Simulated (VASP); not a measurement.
# Ti23O48 (a cell with a defect) in VASP: further runs, part 2 of 2

VASP 6.6.1. The steps go on from the part before.

## 3. Single point, PBEsol

The input, INCAR:

```
SYSTEM = Ti23O48
PREC = Accurate
ENCUT = 520
EDIFF = 1E-6
ISMEAR = -1
SIGMA = 0.05
LREAL = Auto
LASPH = .True.
NELM = 120
ALGO = Normal
ISIF = 2
LWAVE = .False.
LCHARG = .False.
GGA = PS
NELECT = 568.0
ISYM = -1
NBANDS = 323
GGA_COMPAT = .False.
```

The input, KPOINTS:

```
explicit points
1
Reciprocal
  0.25000000   0.25000000   0.25000000 1
```

The input, POSCAR:

```
Ti23O48
1.0
    9.1828280000      0.0000000000      0.0000000000
    0.0000000000      9.1828280000      0.0000000000
    0.0000000000      0.0000000000      8.8166120000
Ti O
23 48
Direct
    0.0005840000      0.9996780000      0.0059160000
    0.0005800000      0.9998310000      0.3391790000
    0.0006860000      0.9999710000      0.6722070000
    0.0006490000      0.4997460000      0.9999370000
    0.0005210000      0.4997280000      0.3337010000
    0.9997580000      0.4993110000      0.6674690000
    0.5005710000      0.9998220000      0.9999280000
    0.5005190000      0.9995930000      0.3336550000
    0.4996930000      0.9993040000      0.6674370000
    0.5001700000      0.4993190000      0.0115020000
    0.5011270000      0.5003230000      0.6544480000
    0.2561190000      0.2552470000      0.1722550000
    0.2566440000      0.2560180000      0.4957020000
    0.2467160000      0.2461350000      0.8336970000
    0.2564370000      0.7446280000      0.1667980000
    0.2554850000      0.7437690000      0.4999340000
    0.2554190000      0.7441530000      0.8333900000
    0.7455240000      0.2555760000      0.1668460000
    0.7444910000      0.2547420000      0.4999160000
    0.7449570000      0.2546080000      0.8333920000
    0.7444760000      0.7435620000      0.1708040000
    0.7450180000      0.7444220000      0.4941930000
    0.7543060000      0.7537510000      0.8328730000
    0.1528840000      0.1520230000      0.9979700000
    0.1519780000      0.1511820000      0.3325550000
    0.1531870000      0.1524240000      0.6676460000
    0.1465290000      0.6547010000      0.9975340000
    0.1513170000      0.6517060000      0.3326890000
    0.1465270000      0.6547670000      0.6682830000
    0.6555530000      0.1456980000      0.9975030000
    0.6525530000      0.1504770000      0.3327550000
    0.6554950000      0.1458060000      0.6683050000
    0.6534850000      0.6527180000      0.9987990000
    0.6581790000      0.6573690000      0.3330340000
    0.6537040000      0.6527300000      0.6668010000
    0.3475060000      0.3467790000      0.9988770000
    0.3429160000      0.3421940000      0.3331140000
    0.3477410000      0.3468900000      0.6669840000
    0.3454190000      0.8538310000      0.9974650000
    0.3485920000      0.8490310000      0.3330050000
    0.3455230000      0.8538450000      0.6682290000
    0.8545570000      0.3446810000      0.9974680000
    0.8498050000      0.3477730000      0.3331030000
    0.8544620000      0.3448770000      0.6682350000
    0.8480070000      0.8472590000      0.9981780000
    0.8491170000      0.8484190000      0.3326600000
    0.8481870000      0.8474620000      0.6678560000
    0.0988370000      0.4035130000      0.1662980000
    0.0988830000      0.4035750000      0.4994920000
    0.1007020000      0.4046610000      0.8329380000
    0.0977270000      0.9025490000      0.1654510000
    0.0977000000      0.9027370000      0.5002850000
    0.0980420000      0.9022750000      0.8326550000
    0.6074660000      0.3930670000      0.1464060000
    0.6071150000      0.3928750000      0.5192200000
    0.6004890000      0.3998680000      0.8327810000
    0.5966360000      0.9013390000      0.1663080000
    0.5968350000      0.9015470000      0.4995880000
    0.5956100000      0.8995610000      0.8328700000
    0.4043690000      0.0981090000      0.1662960000
    0.4043220000      0.0981230000      0.4993990000
    0.4054300000      0.0999880000      0.8329600000
    0.3939970000      0.6066820000      0.1464610000
    0.3936840000      0.6065370000      0.5193730000
    0.4005850000      0.5997520000      0.8329150000
    0.9033470000      0.0970200000      0.1654230000
    0.9034660000      0.0969470000      0.5003490000
    0.9031090000      0.0973540000      0.8326250000
    0.9021390000      0.5958950000      0.1663580000
    0.9024270000      0.5961610000      0.4995090000
    0.9003550000      0.5948940000      0.8329490000
```

Potentials or basis: VASP PAW PBE potentials, release 64 (Ti_sv, O).

Launch:

```console
> cat potpaw_PBE.64/Ti_sv/POTCAR potpaw_PBE.64/O/POTCAR > POTCAR
> mpirun -np 1 vasp_std > vasp.out
```

It took 14 min on 1 thread of Intel Xeon Platinum 8259CL at 2.50GHz (Skylake/Cascade Lake), shared host; peak memory 0.75 GiB.

Results (log left out):

```
Free energy   : -633.4801 eV
Largest force : 0.134 eV/Å
```

Forces in eV/Å, atoms in the order of the input:
```
Ti  -0.006  0.000 -0.024
Ti  -0.002  0.004  0.009
Ti   0.006 -0.001 -0.035
Ti  -0.002 -0.001 -0.004
Ti   0.006 -0.007 -0.008
Ti   0.000 -0.003 -0.004
Ti   0.006  0.000 -0.007
Ti   0.008  0.006 -0.008
Ti   0.011  0.004 -0.001
Ti   0.006  0.002 -0.087
Ti  -0.001 -0.008  0.044
Ti  -0.023 -0.021 -0.041
Ti  -0.043 -0.044  0.070
Ti   0.006  0.009 -0.011
Ti  -0.052  0.049  0.008
Ti  -0.044  0.044 -0.013
Ti  -0.013  0.017 -0.016
Ti   0.050 -0.047 -0.003
Ti   0.037 -0.039 -0.009
Ti   0.021 -0.016 -0.012
Ti   0.029  0.035 -0.056
Ti   0.039  0.037  0.064
Ti  -0.006 -0.003 -0.006
O   -0.020 -0.017  0.011
O   -0.012 -0.011  0.007
O   -0.009 -0.012 -0.021
O   -0.012 -0.011  0.013
O   -0.011 -0.004  0.010
O   -0.015 -0.008 -0.003
O   -0.015 -0.013  0.013
O   -0.010 -0.018  0.005
O   -0.013 -0.019 -0.002
O   -0.023 -0.025 -0.002
O   -0.087 -0.090  0.002
O   -0.027 -0.019  0.011
O    0.023  0.024  0.006
O    0.095  0.093  0.000
O    0.017  0.022  0.015
O    0.010  0.012  0.012
O    0.001  0.008  0.013
O    0.004  0.004  0.002
O    0.015  0.012  0.011
O    0.013  0.009  0.005
O    0.012  0.010 -0.001
O    0.024  0.026  0.020
O    0.009  0.007 -0.001
O    0.003  0.000 -0.012
O    0.019 -0.017 -0.004
O    0.017 -0.017 -0.003
O    0.019 -0.015 -0.001
O    0.040 -0.040  0.008
O    0.034 -0.032  0.010
O    0.036 -0.036  0.013
O   -0.021  0.015  0.036
O   -0.022  0.028 -0.034
O   -0.013  0.012  0.005
O    0.021 -0.019 -0.002
O    0.015 -0.017 -0.003
O    0.012 -0.017  0.001
O   -0.019  0.020 -0.002
O   -0.020  0.018 -0.003
O   -0.014  0.019  0.003
O    0.013 -0.016  0.040
O    0.028 -0.024 -0.035
O    0.015 -0.014 -0.009
O   -0.037  0.035  0.006
O   -0.032  0.034  0.007
O   -0.038  0.034  0.011
O   -0.017  0.017 -0.003
O   -0.027  0.022 -0.003
O   -0.019  0.013  0.001
```

Levels at points of the mesh, in eV from the Fermi level:
| k point | band 280 | band 281 | band 282 | band 283 | band 284 | band 285 | band 286 | band 287 | band 288 | band 289 |
| --- | --- | --- | --- | --- | --- | --- | --- | --- | --- | --- |
| (0.25, 0.25, 0.25) | -1.49 | -1.40 | -1.36 | -1.33 | -1.02 | 1.03 | 1.09 | 1.25 | 1.35 | 1.38 |

Caveat: the cell carries a net charge on a neutralising background, which shifts energy and pressure; the cell is charged against a uniform background, so pressure and absolute levels hang on convention; the PAW data sets were made with another functional, which shifts forces and pressure a little.
